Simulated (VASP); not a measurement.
AgRh:

```xyz
2
Lattice="2.7209 0.0000 0.0000 -1.3604 2.3564 0.0000 0.0000 0.0000 4.7104" Properties=species:S:1:pos:R:3 pbc="T T T"
Ag    0.0000    0.0000    2.3552
Rh    1.3604    0.7855    0.0000
```

Base run:

* Program: VASP 6.6.1
* Functional: BLYP
* Potentials or basis: VASP PAW PBE potentials, release 64 (Ag, Rh_pv)
* Cutoff: 520 eV
* k mesh: 11 × 11 × 6
* Occupations: methfessel-paxton, width 0.1 eV
* Spin: no spin polarisation

Its results: band gap on the k mesh zero (bands 13 and 14 overlap by 1.48 eV); pressure 19.2 GPa.

Problem. The run is repeated on the same cell with these changes: functional from BLYP to r2SCAN; occupations from methfessel-paxton, width 0.1 eV to fermi-dirac, width 0.05 eV. What comes out?

Solution. Band gap on the k mesh zero (bands 13 and 14 overlap by 1.55 eV); pressure 4.3 GPa.

Caveats: the cell stands under pressure; the PAW data sets were made with another functional, which shifts forces and pressure a little.
